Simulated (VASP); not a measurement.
Set up this calculation in VASP 6.6.1, as the native input.

```
Task                               : single point
Functional                         : HSE06
Potentials or basis                : VASP PAW PBE potentials, release 64 (In_d, Sb)
Cutoff                             : 520 eV
k mesh                             : 6 × 6 × 6
Occupations                        : fermi-dirac, width 0.02 eV
Spin                               : no spin polarisation
Dipole correction                  : no
Grid for exact exchange (PRECFOCK) : Normal
Further INCAR settings             : ALGO = Normal; EDIFF = 1e-06; NBANDS = 16
Share of exact exchange            : 0.25
Screening parameter                : 0.2079 1/Å
```

The system is InSb (zinc blende type).

```
In Sb
1.0
     0.00000    3.32000    3.32000
     3.32000    0.00000    3.32000
     3.32000    3.32000    0.00000
In Sb
1 1
Direct
  0.00000 0.00000 0.00000
  0.25000 0.25000 0.25000
```

One way to write it, as run:

POSCAR

```
InSb
1.0
    0.0000000000      3.3200000000      3.3200000000
    3.3200000000      0.0000000000      3.3200000000
    3.3200000000      3.3200000000      0.0000000000
In Sb
1 1
Direct
    0.0000000000      0.0000000000      0.0000000000
    0.2500000000      0.2500000000      0.2500000000
```

INCAR.step1

```
SYSTEM = InSb
PREC     = Accurate       ! precision mode
ENCUT    = 520            ! plane-wave cutoff, eV
EDIFF    = 1E-5           ! SCF threshold, eV
ISMEAR   = -1             ! smearing method
SIGMA    = 0.02           ! smearing width, eV
LREAL    = .False.        ! projectors in reciprocal space
LASPH    = .True.         ! aspherical terms in the spheres
NELM     = 60             ! most SCF steps
ALGO     = Normal         ! electronic algorithm
ISIF     = 2              ! what is computed and relaxed
LWAVE    = .True.         ! write WAVECAR
NBANDS   = 16             ! bands
GGA      = PE             ! functional
```

INCAR.step2

```
SYSTEM = InSb
PREC     = Accurate       ! precision mode
ENCUT    = 520            ! plane-wave cutoff, eV
EDIFF    = 1E-6           ! SCF threshold, eV
ISMEAR   = -1             ! smearing method
SIGMA    = 0.02           ! smearing width, eV
LREAL    = .False.        ! projectors in reciprocal space
LASPH    = .True.         ! aspherical terms in the spheres
NELM     = 60             ! most SCF steps
ALGO     = Normal         ! electronic algorithm
ISIF     = 2              ! what is computed and relaxed
LWAVE    = .False.        ! write WAVECAR
LCHARG   = .True.         ! write CHGCAR
GGA      = PE             ! functional
LHFCALC  = .True.         ! exact exchange
HFSCREEN = 0.2079         ! screening, 1/A
PRECFOCK = Normal       
LELF     = .True.         ! ELF
LVHAR    = .True.       
NBANDS   = 16             ! bands
ISTART   = 1
```

KPOINTS

```
Automatic mesh
0
Gamma
  6 6 6
  0 0 0
```

Potentials or basis: VASP PAW PBE potentials, release 64 (In_d, Sb).

Run with:

```sh
$ cat potpaw_PBE.64/In_d/POTCAR potpaw_PBE.64/Sb/POTCAR > POTCAR
$ cp INCAR.step1 INCAR
$ mpirun -np 1 vasp_std > vasp.out
$ cp INCAR.step2 INCAR
$ mpirun -np 1 vasp_std > vasp.out
```

Results of the run:

| Quantity | Value |
| --- | --- |
| Pressure | -2.1 GPa |
| Band gap on the k mesh | 0.02 eV |

Caveat: the smearing spreads over this small gap; the PAW data sets were made with another functional, which shifts forces and pressure a little; spin-orbit coupling is left out, which moves the levels of the heavy elements.

It took 2.8 h on 1 thread of Oxide Virtual Turin-like Processor, with other jobs on the host, peak memory 0.32 GiB.
